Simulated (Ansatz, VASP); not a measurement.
# Ir: VASP beside Ansatz

```
Ir
1.0
     0.00000    2.20496    1.49871
     2.20496    0.00000    1.49871
     2.20496    2.20496    0.00000
Ir
1
Direct
  0.00000 0.00000 0.00000
```

Alike in both runs: task single point; functional LDA; k mesh 22 × 22 × 22; occupations gaussian, width 0.15 eV; no spin polarisation.

|  | VASP | Ansatz |
| --- | --- | --- |
| version | VASP 6.6.1 | Ansatz 0.2.0 |
| potentials or method | VASP PAW LDA potentials, release 64 (Ir_sv_GW), cutoff 500 eV | scalar-relativistic, plane waves, PAW |
| valence electrons in the cell | 17 | 17 |

|  | VASP | Ansatz | Ansatz less VASP |
| --- | --- | --- | --- |
| gap on the k mesh at the Fermi level (eV) | none | none | - |
| pressure (GPa) | -8.4 | -6.5 | +1.82 |
| traceless stress, the component that is largest in VASP (GPa) | -14.67 | -14.83 | -0.158 |

Ansatz warns that its potentials were made for another functional, while VASP's fit it. LDA's correlation is that of Perdew and Zunger in VASP and of Perdew and Wang (1992) in Ansatz. A gap of «none» marks a metal or a gap that the smearing closes.

Neither program's run includes spin-orbit coupling.
